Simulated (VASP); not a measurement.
# LiHF2 (R-3m) in VASP: single point with r2SCAN

Aim: the single point of LiHF2 with r2SCAN.

Program: VASP 6.6.1. These are calculated values, not measurements. Logs are shortened: lines on timing, memory, paths and dates and some standing lists are left out, and cuts for length are marked.

### Step 1. The cell of the first run

Symmetry: R-3m, No. 166, trigonal system. Conventional cell: a = 2.935 Å, b = 2.935 Å, c = 13.093 Å, α = 90.00°, β = 90.00°, γ = 120.00°. Within 2.6 Å of Li (site symmetry -3m) lie 6 F at 1.99 Å. H (site symmetry -3m) has 2 F at 1.13 Å within 1.5 Å. F (site symmetry 3m) has 1 H at 1.13 Å within 1.5 Å.

### Step 2. Single point, r2SCAN

POSCAR reads:

```
LiHF2
1.0
    1.4677011457      0.8473776516      4.3644587005
   -1.4677011457      0.8473776516      4.3644587005
    0.0000000000     -1.6947553032      4.3644587005
Li H F
1 1 2
Direct
    0.0000000000      0.0000000000      0.0000000000
    0.5000000000      0.5000000000      0.5000000000
    0.4133992818      0.4133992818      0.4133992818
    0.5866007182      0.5866007182      0.5866007182
```

INCAR.step1 reads:

```
PREC     = Accurate       # precision mode
ENCUT    = 520            # plane-wave cutoff, eV
ISMEAR   = 0              # smearing method
SIGMA    = 0.01           # smearing width, eV
LREAL    = F              # projectors in reciprocal space
LASPH    = T              # aspherical terms in the spheres
NELM     = 100            # most SCF steps
NBANDS   = 17             # bands
GGA      = PE             # functional
ALGO     = Normal         # electronic algorithm
EDIFF    = 1E-4           # SCF threshold, eV
LWAVE    = T              # write WAVECAR
LCHARG   = F              # write CHGCAR
```

INCAR.step2 reads:

```
PREC     = Accurate       # precision mode
ENCUT    = 520            # plane-wave cutoff, eV
EDIFF    = 1E-6           # SCF threshold, eV
ISMEAR   = 0              # smearing method
SIGMA    = 0.01           # smearing width, eV
LREAL    = F              # projectors in reciprocal space
LASPH    = T              # aspherical terms in the spheres
NELM     = 100            # most SCF steps
ALGO     = Normal         # electronic algorithm
ISIF     = 2              # what is computed and relaxed
LWAVE    = F              # write WAVECAR
LCHARG   = F              # write CHGCAR
METAGGA  = R2SCAN         # meta-GGA
LMIXTAU  = T            
NBANDS   = 17             # bands
ISTART   = 1
```

KPOINTS reads:

```
regular mesh
0
Gamma
  6 6 6
```

Potentials or basis: VASP PAW PBE potentials, release 64 (Li_sv, H, F).

Command:

```console
$ cat potpaw_PBE.64/Li_sv/POTCAR potpaw_PBE.64/H/POTCAR potpaw_PBE.64/F/POTCAR > POTCAR
$ cp INCAR.step1 INCAR
$ mpirun -np 1 vasp_std > vasp.out
$ cp INCAR.step2 INCAR
$ mpirun -np 1 vasp_std > vasp.out
```

OUTCAR:

```text
PREC = Accurate
   ENCUT = 520
   EDIFF = 1E-6
   ISMEAR = 0
   LREAL = F
   LASPH = T
   NELM = 100
   ISIF = 2
   METAGGA = R2SCAN
   ISTART = 1

 ion  position               nearest neighbor table
   1  0.000  0.000  0.000-   4 1.99   4 1.99   3 1.99   3 1.99   4 1.99   3 1.99
   2  0.500  0.500  0.500-   3 1.13   4 1.13
   3  0.413  0.413  0.413-   2 1.13   1 1.99   1 1.99   1 1.99
   4  0.587  0.587  0.587-   2 1.13   1 1.99   1 1.99   1 1.99

  LATTYP: Found a trigonal (rhomboedric) cell.
 ALAT       =     4.6819542166
 COS(alpha) =     0.8034600066

  Lattice vectors:

 A1 = (   1.4677011457,   0.8473776516,   4.3644587005)
 A2 = (  -1.4677011457,   0.8473776516,   4.3644587005)
 A3 = (   0.0000000000,  -1.6947553032,   4.3644587005)

Analysis of symmetry for initial positions (statically):
=====================================================================
 Subroutine PRICEL returns:
 Original cell was already a primitive cell.

 Routine SETGRP: Setting up the symmetry group for a
 trigonal (rhombohedral) supercell.

 Subroutine GETGRP returns: Found 12 space group operations
 (whereof 12 operations were pure point group operations)
 out of a pool of 12 trial point group operations.

The static configuration has the point symmetry D_3d.

Analysis of symmetry for dynamics (positions and initial velocities):
=====================================================================
 Subroutine PRICEL returns:
 Original cell was already a primitive cell.

 Routine SETGRP: Setting up the symmetry group for a
 trigonal (rhombohedral) supercell.

 Subroutine GETGRP returns: Found 12 space group operations
 (whereof 12 operations were pure point group operations)
 out of a pool of 12 trial point group operations.

The dynamic configuration has the point symmetry D_3d.

 Subroutine INISYM returns: Found 12 space group operations
 (whereof 12 operations are pure point group operations),
 and found     1 'primitive' translations

----------------------------------------------------------------------------------------

                                     Primitive cell

  volume of cell :      32.5684

  direct lattice vectors                    reciprocal lattice vectors
     1.467701146  0.847377652  4.364458701     0.340668808  0.196685228  0.076374496
    -1.467701146  0.847377652  4.364458701    -0.340668808  0.196685228  0.076374496
     0.000000000 -1.694755303  4.364458701     0.000000000 -0.393370456  0.076374496

  length of vectors
     4.681954217  4.681954217  4.681954217     0.400716083  0.400716083  0.400716083

  position of ions in fractional coordinates (direct lattice)
     0.000000000  0.000000000  0.000000000
     0.500000000  0.500000000  0.500000000
     0.413399282  0.413399282  0.413399282
     0.586600718  0.586600718  0.586600718

  ion indices of the primitive-cell ions
   primitive index   ion index
                 1           1
                 2           2
                 3           3
                 4           4

----------------------------------------------------------------------------------------

 KPOINTS: regular mesh

Automatic generation of k-mesh.
 Grid dimensions read from file:
 generate k-points for:    6    6    6

 Generating k-lattice:

  Cartesian coordinates                     Fractional coordinates (reciprocal lattice)
     0.056778135  0.032780871  0.012729083     0.166666667  0.000000000 -0.000000000
    -0.056778135  0.032780871  0.012729083     0.000000000  0.166666667 -0.000000000
     0.000000000 -0.065561743  0.012729083    -0.000000000 -0.000000000  0.166666667

  Length of vectors
     0.066786014  0.066786014  0.066786014

  Shift w.r.t. Gamma in fractional coordinates (k-lattice)
     0.000000000  0.000000000  0.000000000

 Subroutine IBZKPT returns following result:
 ===========================================

 Found     32 irreducible k-points:

 Following reciprocal coordinates:
            Coordinates               Weight
  0.000000  0.000000  0.000000      1.000000
  0.166667  0.000000  0.000000      6.000000
  0.333333 -0.000000  0.000000      6.000000
  0.500000 -0.000000  0.000000      3.000000
  0.166667  0.166667  0.000000      6.000000
  0.333333  0.166667  0.000000     12.000000
[... 16 lines left out ...]
  0.500000  0.500000  0.166667      6.000000
 -0.333333  0.500000  0.166667     12.000000
 [... further k-points ...]
   k-points           NKPTS =     32   k-points in BZ     NKDIM =     32   number of bands    NBANDS=     17
   number of dos      NEDOS =    301   number of ions     NIONS =      4
   total plane-waves  NPLWV =  46656
   dimension x,y,z NGX =    36 NGY =   36 NGZ =   36
   dimension x,y,z NGXF=    72 NGYF=   72 NGZF=   72
   ions per type =               1   1   2
   NGX,Y,Z   is equivalent  to a cutoff of  12.78, 12.78, 12.78 a.u.
   NGXF,Y,Z  is equivalent  to a cutoff of  25.57, 25.57, 25.57 a.u.
 SYSTEM =  unknown system
   PREC   = accura    normal or accurate (medium, high low for compatibility)
   ISTART =      1    job   : 0-new  1-cont  2-samecut
   ICHARG =      0    charge: 1-file 2-atom 10-const
   ISPIN  =      1    spin polarized calculation?
   LNONCOLLINEAR =      F non collinear calculations
   LSORBIT =      F    spin-orbit coupling
   LASPH  =      T    aspherical Exc in radial PAW
   ENCUT  =  520.0 eV  38.22 Ry    6.18 a.u.   8.71  8.71  8.71*2*pi/ulx,y,z
   NELM   =    100;   NELMIN=  2; NELMDL=  0     # of ELM steps
   EDIFF  = 0.1E-05   stopping-criterion for ELM
   LREAL  =      F    real-space projection
   EDIFFG = 0.1E-04   stopping-criterion for IOM
   NSW    =      0    number of steps for IOM
   IBRION =     -1    ionic relax: 0-MD 1-quasi-New 2-CG
   NFREE  =      0    steps in history (QN), initial steepest desc. (CG)
   ISIF   =      2    stress and relaxation
   ISYM   =      2    0-nonsym 1-usesym 2-fastsym
   POTIM  = 0.5000    time-step for ionic-motion
   TEBEG  =    0.0;   TEEND  =   0.0 temperature during run
   PSTRESS=    0.0 pullay stress
   NELECT =      18.0000    total number of electrons
   NUPDOWN=      -1.0000    fix difference up-down
   EMIN   =  10.00;   EMAX   =-10.00  energy-range for DOS
   EFERMI =   0.00;   METHOD = LEGACY
   ISMEAR =     0;   SIGMA  =   0.01  broadening in eV -4-tet -1-fermi 0-gaus
   EFERMI_NEDOS =   21; number of points for ismear=-14 and -15
   IALGO  =     38    algorithm
   IMIX   =      4    mixing-type and parameters
     AMIX     =   0.40;   BMIX     =  1.00
     AMIX_MAG =   1.60;   BMIX_MAG =  1.00
  volume/ion in A,a.u.               =       8.14        54.95
  Fermi-wavevector in a.u.,A,eV,Ry     =   1.343487  2.538823 24.557947  1.804958
  Thomas-Fermi vector in A             =   2.471557
   LORBIT       =      0    0 simple, 1 ext, 2 COOP (PROOUT), +10 PAW based schemes
   METAGGA = R2SCAN    functional components
   LHFCALC =     F    Hartree Fock is set to
   AEXX    =    0.0000 exact exchange contribution
   IVDW    =     0    specifies the selected vdW correction
   LEPSILON=     F    determine dielectric tensor
   LRPA    =     F    only Hartree local field effects (RPA)
 non-spin polarized calculation
 Gauss-broadening in eV      SIGMA  =   0.01
  energy-cutoff  :      520.00
  volume of cell :       32.57
 maximum number of plane-waves:       904
   NGX = 17   NGY = 17   NGZ = 17

 number of electron      18.0000000 magnetization

 Free energy of the ion-electron system (eV)
  ---------------------------------------------------
  ext. energy  EPLUGINS =         0.00000000
  ---------------------------------------------------
  free energy    TOTEN  =       -21.93244204 eV

  energy without entropy =      -21.93244204  energy(sigma->0) =      -21.93244204

 E-fermi :  -3.2242     XC(G=0):  -9.8035

 val. band max:       -3.2765470391   @ k =   0.5000   0.5000   0.5000
 cond. band min:       5.9950708358   @ k =   0.0000   0.0000   0.0000
 fundamental gap:      9.2716178749
 Fermi energy:        -3.2242459455

 k-point     1 :       0.0000    0.0000    0.0000
  band No.  band energies     occupation
      1     -44.8802      2.00000
      2     -25.5563      2.00000
      3     -24.0713      2.00000
      4      -9.1236      2.00000
      5      -3.6935      2.00000
      6      -3.6935      2.00000
[... 9 lines left out ...]
     16      22.0463      0.00000
     17      22.0463      0.00000

 k-point     2 :       0.1667    0.0000    0.0000
  band No.  band energies     occupation
      1     -44.8729      2.00000
      2     -25.4807      2.00000
      3     -24.0350      2.00000
      4      -8.9986      2.00000
      5      -4.3322      2.00000
      6      -3.8567      2.00000
[... 9 lines left out ...]
     16      18.6847      0.00000
     17      22.0783      0.00000

 k-point     3 :       0.3333   -0.0000    0.0000
  band No.  band energies     occupation
      1     -44.8580      2.00000
      2     -25.3213      2.00000
      3     -23.9643      2.00000
      4      -8.7478      2.00000
      5      -5.3386      2.00000
      6      -4.4885      2.00000
[... 9 lines left out ...]
     16      18.5202      0.00000
     17      21.4058      0.00000

 k-point     4 :       0.5000   -0.0000    0.0000
  band No.  band energies     occupation
      1     -44.8506      2.00000
      2     -25.2372      2.00000
      3     -23.9297      2.00000
      4      -8.6259      2.00000
      5      -5.7755      2.00000
      6      -4.7695      2.00000
[... 9 lines left out ...]
     16      18.4495      0.00000
     17      19.8593      0.00000

 k-point     5 :       0.1667    0.1667    0.0000
  band No.  band energies     occupation
      1     -44.8729      2.00000
      2     -25.4617      2.00000
      3     -24.0618      2.00000
      4      -8.9179      2.00000
      5      -4.2135      2.00000
      6      -4.0265      2.00000
[... 9 lines left out ...]
     16      18.5983      0.00000
     17      22.5417      0.00000

 k-point     6 :       0.3333    0.1667    0.0000
  band No.  band energies     occupation
      1     -44.8617      2.00000
      2     -25.3276      2.00000
      3     -24.0292      2.00000
      4      -8.6693      2.00000
      5      -5.0311      2.00000
      6      -4.3703      2.00000
[... 9 lines left out ...]
     16      18.2541      0.00000
     17      22.5884      0.00000
[... 281 lines left out ...]
 k-point    21 :      -0.3333    0.3333    0.1667
  band No.  band energies     occupation
      1     -44.8506      2.00000
      2     -25.1509      2.00000
      3     -24.0450      2.00000
      4      -8.2958      2.00000
      5      -5.4653      2.00000
      6      -4.9995      2.00000
[... 9 lines left out ...]
     16      18.4138      0.00000
     17      20.2064      0.00000

 k-point    22 :      -0.1667    0.3333    0.1667
  band No.  band energies     occupation
      1     -44.8506      2.00000
      2     -25.1993      2.00000
      3     -23.9803      2.00000
      4      -8.4820      2.00000
      5      -5.3802      2.00000
      6      -5.0218      2.00000
[... 9 lines left out ...]
     16      18.0856      0.00000
     17      22.0179      0.00000

 k-point    23 :       0.5000    0.5000    0.1667
  band No.  band energies     occupation
      1     -44.8580      2.00000
      2     -25.1614      2.00000
      3     -24.1752      2.00000
      4      -8.0972      2.00000
      5      -5.4813      2.00000
      6      -4.6838      2.00000
[... 9 lines left out ...]
     16      18.3371      0.00000
     17      21.8325      0.00000

 k-point    24 :      -0.3333    0.5000    0.1667
  band No.  band energies     occupation
      1     -44.8506      2.00000
      2     -25.1150      2.00000
      3     -24.0905      2.00000
      4      -8.1520      2.00000
      5      -5.5531      2.00000
      6      -4.9478      2.00000
[... 9 lines left out ...]
     16      18.2910      0.00000
     17      20.9256      0.00000

 [... further k-points ...]

------------------------ aborting loop because EDIFF is reached ----------------------------------------

  FORCE on cell =-STRESS in cart. coord.  units (eV):
  Direction    XX          YY          ZZ          XY          YZ          ZX
  --------------------------------------------------------------------------------------
  -------------------------------------------------------------------------------------
  Total        0.0117256      0.0117256      0.2082592      0.0000000      0.0000000      0.0000000
  in kB        0.5768323      0.5768323     10.2451551      0.0000000      0.0000000      0.0000000
  external PRESSURE =       3.7996066 kB  Pullay stress =       0.0000000 kB

 VOLUME and BASIS-vectors are now :
 -----------------------------------------------------------------------------
  energy-cutoff  :      520.00
  volume of cell :       32.57
      direct lattice vectors                 reciprocal lattice vectors
     1.467701146  0.847377652  4.364458701     0.340668808  0.196685228  0.076374496
    -1.467701146  0.847377652  4.364458701    -0.340668808  0.196685228  0.076374496
     0.000000000 -1.694755303  4.364458701     0.000000000 -0.393370456  0.076374496

 POSITION                                       TOTAL-FORCE (eV/Angst)
 -----------------------------------------------------------------------------------
      0.00000      0.00000      0.00000         0.000000     -0.000000      0.000000
      0.00000      0.00000      6.54669         0.000000     -0.000000      0.000000
      0.00000      0.00000      5.41279         0.000000      0.000000     -0.071537
      0.00000      0.00000      7.68058         0.000000      0.000000      0.071537
 -----------------------------------------------------------------------------------
    total drift:                               -0.000000      0.000000      0.000000

  FREE ENERGIE OF THE ION-ELECTRON SYSTEM (eV)
  ---------------------------------------------------
  free  energy   TOTEN  =       -21.9324420441 eV

  energy  without entropy=      -21.9324420441  energy(sigma->0) =      -21.93244204
```

It took 3.6 min on 1 thread of AMD EPYC 7R43 (Zen 3), shared host; peak memory 0.17 GiB.

Results:

| Quantity | Value |
| --- | --- |
| Free energy | -21.9324 eV |
| Largest force | 0.072 eV/Å |
| Band gap on the k mesh | 9.27 eV, indirect (least direct gap 9.48 eV) |

Forces in eV/Å, atoms in the order of the input:
```
Li   0.000  0.000  0.000
H    0.000  0.000  0.000
F    0.000  0.000 -0.072
F    0.000  0.000  0.072
```

Caveat: the cutoff is under 1.25 times the usual one of these potentials, so pressure, stress and relaxed cells hold a basis-set (Pulay) error; the PAW data sets were made with another functional, which shifts forces and pressure a little. A k mesh can miss the band edges.
